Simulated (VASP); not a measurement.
Here is a VASP 6.6.1 calculation.

File INCAR:

```
SYSTEM = ZnCu
  PREC = Accurate
  ENCUT = 520
  EDIFF = 1E-6
  ISMEAR = 0
  SIGMA = 0.1
  LREAL = .FALSE.
  LASPH = .TRUE.
  NELM = 100
  ALGO = Normal
  ISIF = 2
  LWAVE = .FALSE.
  LCHARG = .FALSE.
  GGA = PE
  NBANDS = 18
```

Contents of KPOINTS:

```
regular mesh
0
G
  5 5 5
  0 0 0
```

Contents of POSCAR:

```
ZnCu
1.0
    2.9450000000      0.0000000000      0.0000000000
    0.0000000000      2.9450000000      0.0000000000
    0.0000000000      0.0000000000      2.9450000000
Zn Cu
1 1
Direct
    0.5000000000      0.5000000000      0.5000000000
    0.0000000000      0.0000000000      0.0000000000
```

Potentials or basis: VASP PAW PBE potentials, release 64 (Zn, Cu).

Command:

```bash
$ cat potpaw_PBE.64/Zn/POTCAR potpaw_PBE.64/Cu/POTCAR > POTCAR
$ mpirun -np 1 vasp_std > vasp.out
```

Question: What does it give for the pressure?

Answer: 3.6 GPa.

Caveat: the k points lie up to 0.43 Å⁻¹ apart.
